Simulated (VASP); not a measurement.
Here is a VASP 6.6.1 calculation.

INCAR

```
ALGO = Normal ; EDIFF = 1E-6
ENCUT = 520 ; GGA = CA
ISIF = 2 ; ISMEAR = 0
LASPH = True ; LCHARG = True
LELF = True ; LREAL = False
LVHAR = True ; LWAVE = False
NBANDS = 16 ; NELM = 100
PREC = Accurate ; SIGMA = 0.01
```

Contents of KPOINTS:

```
k-points
0
Gamma
  8 8 8
```

POSCAR

```
ZnSe
1.0
    2.8394346102      2.8394346102      0.0000000000
   -2.8394346102      2.8394346102      0.0000000000
    0.0000000000      2.8394346102      2.7153231650
Zn Se
1 1
Direct
    0.0000000000      0.0000000000      0.0000000000
    0.7500000000      0.2500000000      0.5000000000
```

Potentials or basis: VASP PAW LDA potentials, release 64 (Zn, Se).

Run with:

```bash
$ cat potpaw_LDA.64/Zn/POTCAR potpaw_LDA.64/Se/POTCAR > POTCAR
$ mpirun -np 1 vasp_std > vasp.out
```

Question: What does it give for the pressure?

Answer: -0.7 GPa.

Question: What does it give for the band gap on the k mesh?

Answer: 1.12 eV, direct.

Stress tensor (GPa, compression positive):
```
-1.25  0.00  0.00
 0.00 -1.25  0.00
 0.00  0.00  0.34
```

Caveat: the cell differs from its parent crystal (in-plane strain +0.02, then relaxed in part).
